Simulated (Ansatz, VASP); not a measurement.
## CdBiO4 in VASP and in Ansatz

INCAR

```
PREC = Accurate
ENCUT = 520
EDIFF = 1E-7
ISMEAR = 0
SIGMA = 0.1
LREAL = F
LASPH = T
NELM = 60
ALGO = Fast
ISIF = 2
LWAVE = F
LCHARG = F
GGA = PE
NBANDS = 34
```

Contents of KPOINTS:

```
Automatic mesh
0
Gamma
  6 6 2
```

Contents of POSCAR:

```
CdBiO4
1.0
    3.4573497200      0.0000000000      0.0000000000
   -1.7286748600      2.9941526900      0.0000000000
    0.0000000000      0.0000000000      7.5183474500
Cd Bi O
1 1 4
Direct
    0.0000000000      0.0000000000      0.0000000000
    0.0000000000      0.0000000000      0.5000000000
    0.3333333300      0.6666666700      0.7377485600
    0.3333333300      0.6666666700      0.2622514400
    0.6666666700      0.3333333300      0.7377485600
    0.6666666700      0.3333333300      0.2622514400
```

Input for Ansatz:

```yaml
crystal:
  lattice:
    - [3.45734972, 0.0, 0.0]
    - [-1.72867486, 2.99415269, 0.0]
    - [0.0, 0.0, 7.51834745]
  atoms:
    - { symbol: Cd, position: [0.0, 0.0, 0.0] }
    - { symbol: Bi, position: [0.0, 0.0, 0.5] }
    - { symbol: O, position: [0.33333333, 0.66666667, 0.73774856] }
    - { symbol: O, position: [0.33333333, 0.66666667, 0.26225144] }
    - { symbol: O, position: [0.66666667, 0.33333333, 0.73774856] }
    - { symbol: O, position: [0.66666667, 0.33333333, 0.26225144] }
basis:
  ecutwfc: 420
kpoints:
  mp_grid: { grid: [6, 6, 2] }
hamiltonian:
  xc: pbe
scf:
  occupations: { method: gaussian, width: 0.1 }
  lower_state_search: "off"
output:
  forces: true
  stress: true
  eigenvalues: true
```

Change from the starting cell: species swapped into the HfTiB4 type (P6/mmm, No. 191).

Alike in both runs: task single point; functional PBE; k mesh 6 × 6 × 2; occupations gaussian, width 0.1 eV; no spin polarisation.

|  | VASP | Ansatz |
| --- | --- | --- |
| version | VASP 6.6.1 | Ansatz 0.2.0 |
| potentials or method | VASP PAW PBE potentials, release 64 (Cd, Bi_d, O), cutoff 520 eV | scalar-relativistic, plane waves, PAW |
| valence electrons in the cell | 51 | 59 |

|  | VASP | Ansatz | Ansatz less VASP |
| --- | --- | --- | --- |
| gap on the k mesh at the Fermi level (eV) | none | none | - |
| pressure (GPa) | 6.6 | 6.5 | -0.07 |
| traceless stress, the component that is largest in VASP (GPa) | -28.89 | -29.02 | -0.132 |
| rms of the force components (eV/Å) | 0.118 | 0.117 | -0.0014 |

Atom by atom the forces differ by 0.001 eV/Å (rms over components). A gap of «none» marks a metal or a gap that the smearing closes. The functional is the same, so the differences come from potentials, cutoffs and numerics. VASP's potentials hold 51 valence electrons a cell and Ansatz's 59, so a difference there can come from the potentials and not from the codes.

The k mesh is coarse, so the values compare programs but aren't converged. Spin-orbit coupling is off throughout.
